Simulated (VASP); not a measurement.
Set up this calculation in VASP 6.6.1, as the native input.

| Item | Value |
| --- | --- |
| Task | single point |
| Functional | LDA |
| Potentials or basis | VASP PAW LDA potentials, release 64 (Mo_sv, Si) |
| Cutoff | 520 eV |
| k mesh | 15 × 15 × 15 |
| Occupations | fermi-dirac, width 0.05 eV |
| Spin | no spin polarisation |
| Dipole correction | no |
| Further INCAR settings | ALGO = Normal; EDIFF = 1e-06; NBANDS = 18 |

The structure of Si2Mo (MoSi2 type) lies in POSCAR:

```
Si2Mo
1.0
   -1.5523776591      1.5523776591      3.8206275473
    1.5523776591     -1.5523776591      3.8206275473
    1.5523776591      1.5523776591     -3.8206275473
Mo Si
1 2
Direct
    0.0000000000      0.0000000000      0.0000000000
    0.3343302157      0.3343302157      0.0000000000
   -0.3343302157     -0.3343302157      0.0000000000
```

One way to write it, as run:

INCAR

```
ALGO = Normal
EDIFF = 1E-6
ENCUT = 520
GGA = CA
ISIF = 2
ISMEAR = -1
LASPH = True
LCHARG = False
LREAL = False
LWAVE = False
NBANDS = 18
NELM = 80
PREC = Accurate
SIGMA = 0.05
```

KPOINTS

```
k-points
0
Gamma
  15 15 15
```

Potentials or basis: VASP PAW LDA potentials, release 64 (Mo_sv, Si).

Run with:

```bash
$ cat potpaw_LDA.64/Mo_sv/POTCAR potpaw_LDA.64/Si/POTCAR > POTCAR
$ mpirun -np 1 vasp_std > vasp.out
```

It gave:

```
Pressure               : 16.7 GPa
Largest force          : 0.014 eV/Å
Band gap on the k mesh : zero (bands 11 and 12 overlap by 0.99 eV)
```

Caveat: the cell stands under pressure.

Run time: 110 s on 1 thread of Intel(R) Xeon(R) 6975P-C (Granite Rapids) (shared host), peak memory 0.3 GiB.
